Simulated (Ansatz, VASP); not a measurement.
## Two plane-wave programs on Li2IF

```xyz
4
Lattice="1.8866 1.0892 5.8216 -1.8866 1.0892 5.8216 0.0000 -2.1785 5.8216" Properties=species:S:1:pos:R:3 pbc="T T T"
Li    0.0000    0.0000    4.7384
Li    0.0000    0.0000   12.7264
I     0.0000    0.0000    8.7324
F     0.0000    0.0000    0.0000
```

Alike in both runs: functional PBE; k mesh 9 × 9 × 9; occupations gaussian, width 0.02 eV; no spin polarisation.

Ansatz relaxed the structure, and its values are those at the end. VASP's run is a single point on that final structure, the one shown.

|  | VASP | Ansatz |
| --- | --- | --- |
| version | VASP 6.6.1 | Ansatz 0.2.0 |
| potentials or method | VASP PAW PBE potentials, release 64 (Li_sv, I, F), cutoff 520 eV | scalar-relativistic, plane waves, PAW |
| valence electrons in the cell | 20 | 30 |

|  | VASP | Ansatz | Ansatz less VASP |
| --- | --- | --- | --- |
| gap on the k mesh at the Fermi level (eV) | 1.99 | 1.98 | -0.003 |
| least direct gap on the mesh (eV) | 1.99 | 1.98 | -0.003 |

With one functional, cell and mesh, what is left measures potentials, basis and numerics. VASP's potentials hold 20 valence electrons a cell and Ansatz's 30, so a difference there can come from the potentials and not from the codes.

Spin-orbit coupling is off throughout. Noted on VASP's run: the cutoff is short for stress, so the pressure is rough.
